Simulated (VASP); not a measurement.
## W: single point with LDA

Crystal: W.

```
W
1.0
    -1.56807    1.56807    1.56807
     1.56807   -1.56807    1.56807
     1.56807    1.56807   -1.56807
W
1
Cartesian
  0.0000 0.0000 0.0000
```

```
Program             : VASP 6.6.1
Task                : single point
Functional          : LDA
Potentials or basis : VASP PAW LDA potentials, release 64 (W_sv)
Cutoff              : 500 eV
k mesh              : 18 × 18 × 18
Occupations         : gaussian, width 0.1 eV
Spin                : no spin polarisation
```

```json
{
 "Pressure": "1.9 GPa",
 "Band gap on the k mesh": "zero (bands 7 and 8 overlap by 6.65 eV)"
}
```

Levels at points of the mesh, in eV from the Fermi level:
```
           k point  band 4  band 5  band 6  band 7  band 8  band 9  band 10  band 11
(0.00, 0.00, 0.00)  -37.47   -9.68   -1.30   -1.30   -1.30    2.26     2.26    14.65
(0.50, 0.00, 0.00)  -37.48   -6.42   -3.71    0.95    2.19    3.18     6.40    11.55
(0.50, 0.50, 0.50)  -38.47   -6.06   -6.06    5.36    5.36    5.36     8.59     8.59
```

Wall time 40 s on 1 thread of Intel Xeon 8259CL, with other jobs on the host, peak memory 0.15 GiB.

Caveat: spin-orbit coupling is left out, which moves the levels of the heavy elements.
